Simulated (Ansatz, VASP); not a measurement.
**Ti in VASP and in Ansatz**

The input INCAR:

```
SYSTEM = Ti
PREC = Accurate
ENCUT = 520
EDIFF = 1E-8
ISMEAR = -1
SIGMA = 0.05
LREAL = .False.
LASPH = .True.
NELM = 100
ALGO = Normal
ISIF = 2
LWAVE = .False.
LCHARG = .False.
LEFG = .True.
NBANDS = 12
```

File KPOINTS:

```
Automatic mesh
0
Gamma
  15 15 15
  0 0 0
```

The input POSCAR:

```
Ti
1.0
   -0.0203000000      2.0198500000      2.0198500000
    2.0198500000     -0.0203000000      2.0198500000
    2.0198500000      2.0198500000     -0.0203000000
Ti
1
Direct
    0.0000000000      0.0000000000      0.0000000000
```

Input for Ansatz:

```yaml
crystal:
  lattice:
    - [-0.0203, 2.01985, 2.01985]
    - [2.01985, -0.0203, 2.01985]
    - [2.01985, 2.01985, -0.0203]
  atoms:
    - { symbol: Ti, position: [0.0, 0.0, 0.0] }
kpoints:
  mp_grid: { grid: [15, 15, 15] }
scf:
  occupations: { method: fermi_dirac, width: 0.05 }
hamiltonian:
  xc: lda
  pseudopotentials: { kind: all_electron, datasets: crystal }
output:
  forces: true
  stress: true
  eigenvalues: true
  efg: { contact_densities: true }
```

Change from the starting cell: equal xy, yz and zx shear strains of -1 %, crystal datasets.

Alike in both runs: task electric field gradients; functional LDA; k mesh 15 × 15 × 15; occupations fermi-dirac, width 0.05 eV; no spin polarisation.

|  | VASP | Ansatz |
| --- | --- | --- |
| version | VASP 6.6.1 | Ansatz 0.2.0 |
| potentials or method | VASP PAW LDA potentials, release 64 (Ti_sv), cutoff 520 eV | all-electron PAW with datasets made for the crystal, scalar-relativistic |

VASP gave:

```
pressure (GPa)                                                : -4.9
traceless stress, the component that is largest in VASP (GPa) : 0.49
size of Vzz on the site where it differs most (V/Å²)          : 4.7
```

Q: Which values does Ansatz return?

A: Pressure (GPa): -4.8; traceless stress, the component that is largest in VASP (GPa): 0.50; size of Vzz on the site where it differs most (V/Å²): 4.6.

LDA's correlation is that of Perdew and Zunger in VASP and of Perdew and Wang (1992) in Ansatz. Ansatz ran all-electron here, and VASP with PAW potentials.
